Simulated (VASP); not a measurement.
Write the native input for VASP 6.6.1 that does the following.

```
Task                   : single point
Functional             : PBE exchange alone
Potentials or basis    : VASP PAW PBE potentials, release 64 (Cd, Se)
Cutoff                 : 520 eV
k mesh                 : 6 × 6 × 6
Occupations            : fermi-dirac, width 0.15 eV
Spin                   : no spin polarisation
Dipole correction      : no
Further INCAR settings : ALGO = Normal; EDIFF = 1e-07; NBANDS = 16
```

The structure of CdSe lies in POSCAR:

```
CdSe
1.0
   -0.0514530000      3.0147610000      3.0043180000
    3.0427970000     -0.0822670000      3.0351320000
    3.0506510000      3.0534290000     -0.0901210000
Cd Se
1 1
Direct
    0.0004676461     -0.0043429186     -0.0054939909
    0.2495323539      0.2543429186      0.2554939909
```

This cell differs from its parent crystal: the cell strained at random.

One way to write it, as run:

INCAR

```
PREC = Accurate
ENCUT = 520
EDIFF = 1E-7
ISMEAR = -1
SIGMA = 0.15
LREAL = F
LASPH = T
NELM = 100
ALGO = Normal
ISIF = 2
LWAVE = F
LCHARG = F
GGA = PE
ALDAC = 0.0
AGGAC = 0.0
NBANDS = 16
```

KPOINTS

```
regular mesh
0
Gamma
  6 6 6
```

Potentials or basis: VASP PAW PBE potentials, release 64 (Cd, Se).

The run is started by

```sh
$ cat potpaw_PBE.64/Cd/POTCAR potpaw_PBE.64/Se/POTCAR > POTCAR
$ mpirun -np 1 vasp_std > vasp.out
```

It gave:

- Pressure: 9.1 GPa
- Band gap on the k mesh: 0.40 eV

Caveat: the cell differs from its parent crystal (the cell strained at random); the cell stands under pressure.

Wall time 94 s on 1 thread of Intel Xeon 8259CL, on a shared host, peak memory 0.25 GiB.
